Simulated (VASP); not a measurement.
The system is Hf3N4.

```
CELL_PARAMETERS angstrom
-3.47583 3.47583 3.47583
3.47583 -3.47583 3.47583
3.47583 3.47583 -3.47583
ATOMIC_POSITIONS crystal
Hf 0.25000 0.62500 0.37500
Hf 0.37500 0.25000 0.62500
Hf 0.75000 0.87500 0.12500
Hf 0.12500 0.75000 0.87500
Hf 0.62500 0.37500 0.25000
Hf 0.87500 0.12500 0.75000
N 0.11663 0.11663 0.11663
N 0.88337 0.50000 0.00000
N 0.50000 0.00000 0.38337
N 0.00000 0.88337 0.50000
N 0.38337 0.50000 0.00000
N 0.61663 0.61663 0.61663
N 0.00000 0.38337 0.50000
N 0.50000 0.00000 0.88337
```

- Program: VASP 6.6.1
- Task: relaxation of the atoms
- Functional: PBE
- Potentials or basis: VASP PAW PBE potentials, release 64 (Hf_pv, N)
- Cutoff: 520 eV
- k mesh: 6 × 6 × 6
- Occupations: gaussian, width 0.02 eV
- Spin: no spin polarisation

At the start: pressure -18.8 GPa; volume 12.00 Å³/atom.

How do energy, volume and symmetry change on relaxing?

Over 6 steps the energy falls by 9.4 meV/atom; space group I-43d (No. 220, to 0.1 Å) before and after.

The path:
```tsv
step	energy change (eV)	largest force (eV/Å)	pressure (GPa)
1	0.0000	0.3313	-18.75
2	-0.0394	0.2836	-17.83
3	-0.1175	0.1177	-14.78
4	-0.0558	0.2949	-7.41
5	-0.1317	0.0102	-12.84
6	-0.1318	0.0001	-12.66
```

Final structure:
```cif
data_structure
_symmetry_space_group_name_H-M 'P 1'
_symmetry_Int_Tables_number 1
_cell_length_a 6.0203
_cell_length_b 6.0203
_cell_length_c 6.0203
_cell_angle_alpha 109.471
_cell_angle_beta 109.471
_cell_angle_gamma 109.471
_cell_volume 167.97
loop_
_atom_site_label
_atom_site_type_symbol
_atom_site_fract_x
_atom_site_fract_y
_atom_site_fract_z
_atom_site_occupancy
Hf1 Hf 0.25000 0.62500 0.37500 1
Hf2 Hf 0.37500 0.25000 0.62500 1
Hf3 Hf 0.75000 0.87500 0.12500 1
Hf4 Hf 0.12500 0.75000 0.87500 1
Hf5 Hf 0.62500 0.37500 0.25000 1
Hf6 Hf 0.87500 0.12500 0.75000 1
N1 N 0.10104 0.10104 0.10104 1
N2 N 0.89896 0.50000 0.00000 1
N3 N 0.50000 0.00000 0.39896 1
N4 N 0.00000 0.89896 0.50000 1
N5 N 0.39896 0.50000 0.00000 1
N6 N 0.60104 0.60104 0.60104 1
N7 N 0.00000 0.39896 0.50000 1
N8 N 0.50000 0.00000 0.89896 1
```
